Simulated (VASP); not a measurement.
The system is SiSe2.

```
Si Se
1.0
    -2.99900    4.83450    2.92550
     2.99900   -4.83450    2.92550
     2.99900    4.83450   -2.92550
Si Se
2 4
Direct
  0.75000 0.75000 0.00000
  0.25000 0.25000 0.00000
  0.12342 0.21163 0.33505
  0.87658 0.78837 0.66495
  0.62342 0.28837 0.91179
  0.37658 0.71163 0.08821
```

```yaml
Program: VASP 6.6.1
Task: relaxation of cell and atoms
Functional: PBE
Dispersion: D3(BJ)
Potentials_or_basis: VASP PAW PBE potentials, release 64 (Si, Se)
Cutoff: 500 eV
k_mesh: 8 × 8 × 8
Occupations: gaussian, width 0.02 eV
Spin: no spin polarisation
```

At the start: pressure 1.2 GPa; volume 28.28 Å³/atom.

Question: How do energy, volume and symmetry change on relaxing?

Answer: Over 17 steps the energy falls by 7.1 meV/atom and the volume is 27.09 Å³/atom (-4.2 %); space group Ibam (No. 72, to 0.05 Å).

Step by step:
| step | energy change (eV) | largest force (eV/Å) | pressure (GPa) | volume (Å³) |
| --- | --- | --- | --- | --- |
| 1 | 0.0000 | 0.5145 | 1.21 | 169.66 |
| 2 | 0.0015 | 0.3062 | -1.74 | 174.98 |
| 3 | -0.0219 | 0.0977 | -0.30 | 172.23 |
| 4 | -0.0255 | 0.0822 | -0.25 | 171.29 |
| 5 | -0.0313 | 0.0383 | -0.09 | 168.50 |
| 6 | -0.0316 | 0.0266 | -0.05 | 167.73 |
| 7 | -0.0346 | 0.0197 | -0.06 | 166.84 |
| 8 | -0.0408 | 0.0217 | -0.07 | 164.20 |
| 9 | -0.0372 | 0.0681 | 0.01 | 158.94 |
| 10 | -0.0421 | 0.0320 | -0.04 | 162.48 |
| 11 | -0.0422 | 0.0333 | -0.03 | 162.33 |
| 12 | -0.0423 | 0.0263 | 0.09 | 162.18 |
| 13 | -0.0423 | 0.0265 | 0.09 | 162.18 |
| 14 | -0.0425 | 0.0230 | 0.06 | 162.27 |
| 15 | -0.0427 | 0.0125 | -0.02 | 162.56 |
| 16 | -0.0427 | 0.0097 | -0.01 | 162.56 |
| 17 | -0.0428 | 0.0033 | -0.01 | 162.55 |

Final structure:
```xyz
6
Lattice="-2.9483 4.7187 2.9210 2.9483 -4.7187 2.9210 2.9483 4.7187 -2.9210" Properties=species:S:1:pos:R:3 pbc="T T T"
Si    0.0000    0.0000    4.3815
Si    0.0000    0.0000    1.4605
Se    1.3078    1.1966    0.0000
Se    1.6406    3.5221    2.9210
Se    1.6406    5.9152    0.0000
Se    1.3078   -1.1966    2.9210
```
